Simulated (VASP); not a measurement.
**LiF: density of states with PBE**

Crystal: LiF.

```xyz
2
Lattice="0.0000 2.0417 2.0417 2.0417 0.0000 2.0417 2.0417 2.0417 0.0000" Properties=species:S:1:pos:R:3 pbc="T T T"
Li    0.0000    0.0000    0.0000
F     2.0417    2.0417    2.0417
```

| Property | Result |
| --- | --- |
| Program | VASP 6.6.1 |
| Task | density of states |
| Functional | PBE |
| Potentials or basis | VASP PAW PBE potentials, release 64 (Li_sv, F) |
| Cutoff | 520 eV |
| k mesh | 2 × 2 × 2, shifted |
| Occupations | methfessel-paxton, width 0.015 eV |
| Spin | no spin polarisation |
| Dipole correction | no |
| k mesh for the DOS | 3 × 3 × 3 |
| Occupations for the DOS | gaussian |
| Further INCAR settings | ALGO = Normal; EDIFF = 1e-06; NBANDS = 12; ISYM = 0 |

```
Valence electrons inside the program's atomic spheres : Li 2.06; F 6.12
```

Levels at points of the mesh, in eV from the valence-band top:
| k point | band 1 | band 2 | band 3 | band 4 | band 5 | band 6 | band 7 | band 8 | band 9 | band 10 |
| --- | --- | --- | --- | --- | --- | --- | --- | --- | --- | --- |
| (0.00, 0.00, 0.00) | -41.19 | -19.87 | 0.00 | 0.00 | 0.00 | 8.66 | 23.31 | 23.31 | 23.31 | 23.83 |

It took 4.8 s on 1 thread of Intel Xeon 6975P-C, on a shared host, peak memory 0.13 GiB.

Caveat: the k points lie up to 1.33 Å⁻¹ apart.
